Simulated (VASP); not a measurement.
# SnO (P4/nmm) in VASP: notebook

Runs on SnO. Level: PBEsol. Tasks: single point.

Everything below comes from runs of VASP 6.6.1. Logs are shortened: lines on timing, memory, paths and dates and some standing lists are left out, and cuts for length are marked.

## Step 1: The cell of the first run

Symmetry: P4/nmm, No. 129, tetragonal system. The conventional cell has a = 3.652 Å, b = 3.652 Å, c = 4.751 Å, α = 90.00°, β = 90.00°, γ = 90.00°. Sn (site symmetry 4mm) has 4 O at 2.16 Å within 2.9 Å. Within 2.9 Å of O (site symmetry -4m2) lie 4 Sn at 2.16 Å and 4 O at 2.58 Å.

## Step 2: Single point, PBEsol

Input file INCAR:

```
SYSTEM = SnO
PREC = Accurate
ENCUT = 520
EDIFF = 1E-7
ISMEAR = 0
SIGMA = 0.15
LREAL = .FALSE.
LASPH = .TRUE.
NELM = 80
ALGO = Normal
ISIF = 2
LWAVE = .FALSE.
LCHARG = .TRUE.
GGA = PS
LELF = .TRUE.
LVHAR = .TRUE.
NBANDS = 28
```

Input file KPOINTS:

```
regular mesh
0
G
  10 10 8
  0 0 0
```

Input file POSCAR:

```
SnO
1.0
    3.6520838966      0.0000000000      0.0000000000
    0.0000000000      3.6520838966      0.0000000000
    0.0000000000      0.0000000000      4.7505758552
Sn O
2 2
Direct
    0.0000000000      0.5000000000      0.2424656074
    0.5000000000      0.0000000000      0.7575343926
    0.0000000000      0.0000000000      0.0000000000
    0.5000000000      0.5000000000      0.0000000000
```

Potentials or basis: VASP PAW PBE potentials, release 64 (Sn_d, O).

Command:

```sh
$ cat potpaw_PBE.64/Sn_d/POTCAR potpaw_PBE.64/O/POTCAR > POTCAR
$ mpirun -np 1 vasp_std > vasp.out
```

OUTCAR:

```text
SYSTEM = SnO
   PREC = Accurate
   ENCUT = 520
   EDIFF = 1E-7
   ISMEAR = 0
   LREAL = .FALSE.
   LASPH = .TRUE.
   NELM = 80
   ISIF = 2
   GGA = PS

 ion  position               nearest neighbor table
   1  0.000  0.500  0.242-   3 2.16   4 2.16   3 2.16   4 2.16   2 3.46   2 3.46   2 3.46   2 3.46
                             2 3.56   2 3.56   2 3.56   2 3.56
   2  0.500  0.000  0.758-   3 2.16   4 2.16   4 2.16   3 2.16   1 3.46   1 3.46   1 3.46   1 3.46
                             1 3.56   1 3.56   1 3.56   1 3.56
   3  0.000  0.000  0.000-   1 2.16   2 2.16   1 2.16   2 2.16
   4  0.500  0.500  0.000-   1 2.16   2 2.16   2 2.16   1 2.16

  LATTYP: Found a simple tetragonal cell.
 ALAT       =     3.6520838966
 C/A-ratio  =     1.3007849736

  Lattice vectors:

 A1 = (   3.6520838966,   0.0000000000,   0.0000000000)
 A2 = (   0.0000000000,   3.6520838966,   0.0000000000)
 A3 = (   0.0000000000,   0.0000000000,   4.7505758552)

Analysis of symmetry for initial positions (statically):
=====================================================================
 Subroutine PRICEL returns:
 Original cell was already a primitive cell.

 Routine SETGRP: Setting up the symmetry group for a
 simple tetragonal supercell.

 Subroutine GETGRP returns: Found 16 space group operations
 (whereof  8 operations were pure point group operations)
 out of a pool of 16 trial point group operations.

The static configuration has the point symmetry D_2d.
 The point group associated with its full space group is D_4h.

Analysis of symmetry for dynamics (positions and initial velocities):
=====================================================================
 Subroutine PRICEL returns:
 Original cell was already a primitive cell.

 Routine SETGRP: Setting up the symmetry group for a
 simple tetragonal supercell.

 Subroutine GETGRP returns: Found 16 space group operations
 (whereof  8 operations were pure point group operations)
 out of a pool of 16 trial point group operations.

The dynamic configuration has the point symmetry D_2d.
 The point group associated with its full space group is D_4h.

 Subroutine INISYM returns: Found 16 space group operations
 (whereof  8 operations are pure point group operations),
 and found     1 'primitive' translations

----------------------------------------------------------------------------------------

[... 95 lines left out ...]
   NELM   =     80;   NELMIN=  2; NELMDL= -5     # of ELM steps
   EDIFF  = 0.1E-06   stopping-criterion for ELM
   LREAL  =      F    real-space projection
   EDIFFG = 0.1E-05   stopping-criterion for IOM
   NSW    =      0    number of steps for IOM
   IBRION =     -1    ionic relax: 0-MD 1-quasi-New 2-CG
   NFREE  =      0    steps in history (QN), initial steepest desc. (CG)
   ISIF   =      2    stress and relaxation
   ISYM   =      2    0-nonsym 1-usesym 2-fastsym
   POTIM  = 0.5000    time-step for ionic-motion
   TEBEG  =    0.0;   TEEND  =   0.0 temperature during run
   PSTRESS=    0.0 pullay stress
   NELECT =      40.0000    total number of electrons
   NUPDOWN=      -1.0000    fix difference up-down
   EMIN   =  10.00;   EMAX   =-10.00  energy-range for DOS
   EFERMI =   0.00;   METHOD = LEGACY
   ISMEAR =     0;   SIGMA  =   0.15  broadening in eV -4-tet -1-fermi 0-gaus
   EFERMI_NEDOS =   21; number of points for ismear=-14 and -15
   IALGO  =     38    algorithm
   IMIX   =      4    mixing-type and parameters
     AMIX     =   0.40;   BMIX     =  1.00
     AMIX_MAG =   1.60;   BMIX_MAG =  1.00
  volume/ion in A,a.u.               =      15.84       106.90
  Fermi-wavevector in a.u.,A,eV,Ry     =   1.404383  2.653899 26.834658  1.972292
  Thomas-Fermi vector in A             =   2.526950
   LORBIT       =      0    0 simple, 1 ext, 2 COOP (PROOUT), +10 PAW based schemes
   GGA     = PS    functional components
   LHFCALC =     F    Hartree Fock is set to
   AEXX    =    0.0000 exact exchange contribution
   IVDW    =     0    specifies the selected vdW correction
   LEPSILON=     F    determine dielectric tensor
   LRPA    =     F    only Hartree local field effects (RPA)
 non-spin polarized calculation
 Gauss-broadening in eV      SIGMA  =   0.15
  energy-cutoff  :      520.00
  volume of cell :       63.36
 maximum number of plane-waves:      1728
 NGX is ok and might be reduce to    28
   NGX = 13   NGY = 13   NGZ = 17

 number of electron      39.9999984 magnetization

 Free energy of the ion-electron system (eV)
  ---------------------------------------------------
  ext. energy  EPLUGINS =         0.00000000
  ---------------------------------------------------
  free energy    TOTEN  =       -24.00736457 eV

  energy without entropy =      -24.00314133  energy(sigma->0) =      -24.00525295

 E-fermi :   8.6365     XC(G=0): -11.0117

 val. band max:        8.6024693247   @ k =   0.0000   0.0000   0.1250
 cond. band min:       8.6765713816   @ k =   0.5000   0.4000   0.0000
 fundamental gap:      0.0741020568
 Fermi energy:         8.6364513934

 k-point     1 :       0.0000    0.0000    0.0000
  band No.  band energies     occupation
      1     -13.9276      2.00000
      2     -13.2952      2.00000
      3     -13.2908      2.00000
      4     -13.2908      2.00000
      5     -13.2117      2.00000
      6     -13.2026      2.00000
[... 733 lines left out ...]
     27      15.6833      0.00000
     28      18.3171      0.00000

 [... further k-points ...]

------------------------ aborting loop because EDIFF is reached ----------------------------------------

  FORCE on cell =-STRESS in cart. coord.  units (eV):
  Direction    XX          YY          ZZ          XY          YZ          ZX
  --------------------------------------------------------------------------------------
  -------------------------------------------------------------------------------------
  Total        4.9657421      4.9657421      2.7750190      0.0000000     -0.0000000      0.0000000
  in kB      125.5645347    125.5645347     70.1695667      0.0000000     -0.0000000      0.0000000
  external PRESSURE =     107.0995454 kB  Pullay stress =       0.0000000 kB

 VOLUME and BASIS-vectors are now :
 -----------------------------------------------------------------------------
  energy-cutoff  :      520.00
  volume of cell :       63.36
      direct lattice vectors                 reciprocal lattice vectors
     3.652083897  0.000000000  0.000000000     0.273816273  0.000000000  0.000000000
     0.000000000  3.652083897  0.000000000     0.000000000  0.273816273  0.000000000
     0.000000000  0.000000000  4.750575855     0.000000000  0.000000000  0.210500796

 POSITION                                       TOTAL-FORCE (eV/Angst)
 -----------------------------------------------------------------------------------
      0.00000      1.82604      1.15185         0.000000      0.000000      1.239313
      1.82604      0.00000      3.59872        -0.000000      0.000000     -1.239313
      0.00000      0.00000      0.00000         0.000000      0.000000      0.000000
      1.82604      1.82604      0.00000         0.000000     -0.000000      0.000000
 -----------------------------------------------------------------------------------
    total drift:                                0.000000      0.000000      0.000000

  FREE ENERGIE OF THE ION-ELECTRON SYSTEM (eV)
  ---------------------------------------------------
  free  energy   TOTEN  =       -24.0073645711 eV

  energy  without entropy=      -24.0031413329  energy(sigma->0) =      -24.00525295
```

OSZICAR:

```text
N       E                     dE             d eps       ncg     rms          rms(c)
DAV:   1     0.418874831120E+03    0.41887E+03   -0.19903E+04  6060   0.227E+03
DAV:   2     0.359278893499E+02   -0.38295E+03   -0.36788E+03  6056   0.546E+02
DAV:   3    -0.243262996433E+02   -0.60254E+02   -0.59071E+02  6708   0.181E+02
DAV:   4    -0.271183186210E+02   -0.27920E+01   -0.27747E+01  6732   0.413E+01
DAV:   5    -0.271841088802E+02   -0.65790E-01   -0.65780E-01  6488   0.682E+00    0.110E+01
DAV:   6    -0.240213165817E+02    0.31628E+01   -0.12649E+01  9536   0.419E+01    0.465E+00
DAV:   7    -0.240398386258E+02   -0.18522E-01   -0.15512E+00  6520   0.771E+00    0.245E+00
DAV:   8    -0.240173554011E+02    0.22483E-01   -0.24512E-01  8204   0.369E+00    0.762E-01
DAV:   9    -0.240067696476E+02    0.10586E-01   -0.43947E-02  9004   0.266E+00    0.194E-01
DAV:  10    -0.240074809952E+02   -0.71135E-03   -0.53868E-03  8084   0.725E-01    0.936E-02
DAV:  11    -0.240073517407E+02    0.12925E-03   -0.83805E-04  9072   0.325E-01    0.217E-02
DAV:  12    -0.240073749040E+02   -0.23163E-04   -0.19141E-04  7240   0.836E-02    0.296E-02
DAV:  13    -0.240073643366E+02    0.10567E-04   -0.38239E-05  8204   0.651E-02    0.216E-03
DAV:  14    -0.240073645046E+02   -0.16797E-06   -0.32844E-06  6084   0.107E-02    0.200E-03
DAV:  15    -0.240073645711E+02   -0.66522E-07   -0.20628E-07  4556   0.502E-03
   1 F= -.24007365E+02 E0= -.24005253E+02  d E =-.422324E-02
```

stdout:

```text
POSCAR found type information on POSCAR SnO
 POSCAR found :  2 types and       4 ions
 scaLAPACK will be used
 -----------------------------------------------------------------------------
|                                                                             |
|                                                                             |
|     You enforced a specific xc type in the INCAR file but a different       |
|     I HOPE YOU KNOW WHAT YOU ARE DOING!                                     |
|                                                                             |
 -----------------------------------------------------------------------------

 LDA part: xc-table for (Slater+PW92), standard interpolation
 POSCAR, INCAR and KPOINTS ok, starting setup
 FFT: planning ... GRIDC
 FFT: planning ... GRID_SOFT
 FFT: planning ... GRID
 WAVECAR not read
 entering main loop
```

Wall time 4.5 min (1 thread of Intel Xeon 8259CL, shared host); peak memory 0.28 GiB.

What came out:

```yaml
Free_energy: -24.0074 eV
Pressure: 10.7 GPa
Largest_force: 1.239 eV/Å
Band_gap_on_the_k_mesh: zero (bands 20 and 21 overlap by 0.63 eV)
```

Forces in eV/Å, atoms in the order of the input:
```
Sn   0.000  0.000  1.239
Sn   0.000  0.000 -1.239
O    0.000  0.000  0.000
O    0.000  0.000  0.000
```

Caveat: the stress differs along the axes, from 7 to 13 GPa; semilocal functionals underestimate gaps, and a narrow one can read as zero; the PAW data sets were made with another functional, which shifts forces and pressure a little; spin-orbit coupling is left out, which moves the levels of the heavy elements.

## Step 3: Single point, PBEsol

This run uses another cell than the first one, of 16.51 Å³/atom.

Input file INCAR:

```
ALGO = Normal
EDIFF = 1E-7
ENCUT = 520
GGA = PS
ISIF = 2
ISMEAR = 0
LASPH = True
LCHARG = False
LREAL = False
LWAVE = False
NBANDS = 28
NELM = 60
PREC = Accurate
SIGMA = 0.15
```

Input file KPOINTS:

```
k-points
0
Gamma
  10 10 8
```

POSCAR: that of step 2 with these lines changed.

```diff
@@ -2,4 +2,4 @@
 1.0
-    3.6520838966      0.0000000000      0.0000000000
-    0.0000000000      3.6520838966      0.0000000000
+    3.7281689778      0.0000000000      0.0000000000
+    0.0000000000      3.7281689778      0.0000000000
     0.0000000000      0.0000000000      4.7505758552
```

Potentials or basis: VASP PAW PBE potentials, release 64 (Sn_d, O).

Command:

```sh
$ cat potpaw_PBE.64/Sn_d/POTCAR potpaw_PBE.64/O/POTCAR > POTCAR
$ mpirun -np 1 vasp_std > vasp.out
```

OUTCAR:

```text
EDIFF = 1E-7
   ENCUT = 520
   GGA = PS
   ISIF = 2
   ISMEAR = 0
   LASPH = True
   LREAL = False
   NELM = 60
   PREC = Accurate

 ion  position               nearest neighbor table
   1  0.000  0.500  0.242-   3 2.19   4 2.19   3 2.19   4 2.19   2 3.50   2 3.50   2 3.50   2 3.50
                             2 3.60   2 3.60   2 3.60   2 3.60
   2  0.500  0.000  0.758-   3 2.19   4 2.19   4 2.19   3 2.19   1 3.50   1 3.50   1 3.50   1 3.50
                             1 3.60   1 3.60   1 3.60   1 3.60
   3  0.000  0.000  0.000-   1 2.19   2 2.19   1 2.19   2 2.19
   4  0.500  0.500  0.000-   1 2.19   2 2.19   2 2.19   1 2.19

  LATTYP: Found a simple tetragonal cell.
 ALAT       =     3.7281689778
 C/A-ratio  =     1.2742383415

  Lattice vectors:

 A1 = (   3.7281689778,   0.0000000000,   0.0000000000)
 A2 = (   0.0000000000,   3.7281689778,   0.0000000000)
 A3 = (   0.0000000000,   0.0000000000,   4.7505758552)

Analysis of symmetry for initial positions (statically):
=====================================================================
[... 176 lines left out ...]

  energy without entropy =      -24.15885846  energy(sigma->0) =      -24.16025047

 E-fermi :   7.9615     XC(G=0): -10.8012

 val. band max:        7.9503698842   @ k =   0.1000   0.1000   0.0000
 cond. band min:       7.9662853450   @ k =   0.1000   0.0000   0.0000
 fundamental gap:      0.0159154608
 Fermi energy:         7.9614837588

 k-point     1 :       0.0000    0.0000    0.0000
  band No.  band energies     occupation
      1     -14.3201      2.00000
      2     -13.7845      2.00000
      3     -13.7845      2.00000
      4     -13.7809      2.00000
      5     -13.7182      2.00000
      6     -13.7166      2.00000
[... 733 lines left out ...]
     27      14.9856      0.00000
     28      17.4469      0.00000

 [... further k-points ...]

------------------------ aborting loop because EDIFF is reached ----------------------------------------

  FORCE on cell =-STRESS in cart. coord.  units (eV):
  Direction    XX          YY          ZZ          XY          YZ          ZX
  --------------------------------------------------------------------------------------
  -------------------------------------------------------------------------------------
  Total        2.4157594      2.4157594      1.3620347      0.0000000     -0.0000000      0.0000000
  in kB       58.6174384     58.6174384     33.0492272      0.0000000     -0.0000000      0.0000000
  external PRESSURE =      50.0947013 kB  Pullay stress =       0.0000000 kB

 VOLUME and BASIS-vectors are now :
 -----------------------------------------------------------------------------
  energy-cutoff  :      520.00
  volume of cell :       66.03
      direct lattice vectors                 reciprocal lattice vectors
     3.728168978  0.000000000  0.000000000     0.268228185  0.000000000  0.000000000
     0.000000000  3.728168978  0.000000000     0.000000000  0.268228185  0.000000000
     0.000000000  0.000000000  4.750575855     0.000000000  0.000000000  0.210500796

 POSITION                                       TOTAL-FORCE (eV/Angst)
 -----------------------------------------------------------------------------------
      0.00000      1.86408      1.15185         0.000000      0.000000      0.619777
      1.86408      0.00000      3.59872        -0.000000      0.000000     -0.619777
      0.00000      0.00000      0.00000        -0.000000     -0.000000      0.000000
      1.86408      1.86408      0.00000        -0.000000      0.000000      0.000000
 -----------------------------------------------------------------------------------
    total drift:                                0.000000      0.000000      0.000000

  FREE ENERGIE OF THE ION-ELECTRON SYSTEM (eV)
  ---------------------------------------------------
  free  energy   TOTEN  =       -24.1616424801 eV

  energy  without entropy=      -24.1588584579  energy(sigma->0) =      -24.16025047
```

stdout:

```text
POSCAR found type information on POSCAR SnO
 POSCAR found :  2 types and       4 ions
 scaLAPACK will be used
 -----------------------------------------------------------------------------
|                                                                             |
|                                                                             |
|     You enforced a specific xc type in the INCAR file but a different       |
|     I HOPE YOU KNOW WHAT YOU ARE DOING!                                     |
|                                                                             |
 -----------------------------------------------------------------------------

 LDA part: xc-table for (Slater+PW92), standard interpolation
 POSCAR, INCAR and KPOINTS ok, starting setup
 FFT: planning ... GRIDC
 FFT: planning ... GRID_SOFT
 FFT: planning ... GRID
 WAVECAR not read
 entering main loop
```

Run time: 4.4 min. Hardware: 1 thread of Intel Xeon 8259CL, shared host; peak memory 0.29 GiB.

What came out:

* Free energy: -24.1616 eV
* Pressure: 5.0 GPa
* Largest force: 0.620 eV/Å
* Band gap on the k mesh: zero (bands 20 and 21 overlap by 0.35 eV)

Forces in eV/Å, atoms in the order of the input:
```
Sn   0.000  0.000  0.620
Sn   0.000  0.000 -0.620
O    0.000  0.000  0.000
O    0.000  0.000  0.000
```

Stress tensor (GPa, compression positive):
```
5.86 0.00 0.00
0.00 5.86 0.00
0.00 0.00 3.30
```

Levels at points of the mesh, in eV from the Fermi level:
| k point | band 18 | band 19 | band 20 | band 21 | band 22 | band 23 |
| --- | --- | --- | --- | --- | --- | --- |
| (0.00, 0.00, 0.00) | -3.52 | -3.52 | 0.01 | 2.17 | 4.29 | 4.52 |
| (0.50, 0.00, 0.00) | -5.33 | -3.15 | -3.15 | 3.16 | 3.16 | 5.89 |
| (0.50, 0.50, 0.00) | -2.83 | -2.11 | -2.11 | -0.34 | -0.34 | 4.16 |
| (0.00, 0.00, 0.50) | -3.54 | -3.03 | -2.67 | 1.57 | 2.66 | 2.66 |
| (0.50, 0.00, 0.50) | -5.29 | -2.04 | -2.04 | 2.50 | 2.50 | 5.33 |
| (0.50, 0.50, 0.50) | -3.01 | -2.83 | -2.83 | 2.02 | 2.02 | 4.03 |

Caveat: the cell stands under pressure; semilocal functionals underestimate gaps, and a narrow one can read as zero; the PAW data sets were made with another functional, which shifts forces and pressure a little; spin-orbit coupling is left out, which moves the levels of the heavy elements.

## Step 4: Single point, PBEsol

This run uses another cell than the first one, of 17.88 Å³/atom.

Input file INCAR:

```
PREC = Accurate
ENCUT = 520
EDIFF = 1E-6
ISMEAR = 0
SIGMA = 0.15
LREAL = False
LASPH = True
NELM = 80
ALGO = Normal
ISIF = 2
LWAVE = False
LCHARG = False
GGA = PS
NBANDS = 28
```

Input file KPOINTS:

```
Automatic mesh
0
Gamma
  10 10 8
```

POSCAR: that of step 3 with these lines changed.

```diff
@@ -2,4 +2,4 @@
 1.0
-    3.7281689778      0.0000000000      0.0000000000
-    0.0000000000      3.7281689778      0.0000000000
+    3.8803391402      0.0000000000      0.0000000000
+    0.0000000000      3.8803391402      0.0000000000
     0.0000000000      0.0000000000      4.7505758552
```

Command:

```sh
$ cat potpaw_PBE.64/Sn_d/POTCAR potpaw_PBE.64/O/POTCAR > POTCAR
$ mpirun -np 1 vasp_std > vasp.out
```

Wall time 4.5 min (1 thread of Intel Xeon 8259CL, shared host); peak memory 0.29 GiB.

Results (log left out):

* Free energy: -24.1821 eV
* Pressure: -3.5 GPa
* Largest force: 0.326 eV/Å
* Band gap on the k mesh: 0.13 eV (least direct gap 1.82 eV)

Forces in eV/Å, atoms in the order of the input:
```
Sn   0.000  0.000 -0.326
Sn   0.000  0.000  0.326
O    0.000  0.000  0.000
O    0.000  0.000  0.000
```

Stress tensor (GPa, compression positive):
```
-4.27  0.00  0.00
 0.00 -4.27  0.00
 0.00  0.00 -2.06
```

Levels at points of the mesh, in eV from the valence-band top:
| k point | band 17 | band 18 | band 19 | band 20 | band 21 | band 22 | band 23 | band 24 |
| --- | --- | --- | --- | --- | --- | --- | --- | --- |
| (0.00, 0.00, 0.00) | -3.12 | -2.90 | -2.90 | -0.03 | 2.08 | 4.59 | 4.59 | 4.68 |
| (0.50, 0.00, 0.00) | -4.51 | -4.51 | -2.44 | -2.44 | 3.32 | 3.32 | 5.79 | 5.79 |
| (0.50, 0.50, 0.00) | -2.24 | -2.24 | -1.69 | -1.69 | 0.13 | 0.13 | 4.62 | 4.62 |
| (0.00, 0.00, 0.50) | -2.99 | -2.91 | -2.91 | -1.79 | 1.58 | 2.88 | 2.88 | 3.49 |
| (0.50, 0.00, 0.50) | -4.46 | -4.46 | -1.47 | -1.47 | 2.74 | 2.74 | 5.27 | 5.27 |
| (0.50, 0.50, 0.50) | -2.59 | -2.59 | -2.24 | -2.24 | 2.51 | 2.51 | 4.24 | 4.24 |

Caveat: the cell stands under tension; semilocal functionals underestimate gaps, and a narrow one can read as zero; the PAW data sets were made with another functional, which shifts forces and pressure a little; spin-orbit coupling is left out, which moves the levels of the heavy elements. A k mesh can miss the band edges.

[end of part 1 of 2]

The gap in the log of VASP goes by the Fermi energy; the results here count the filled bands.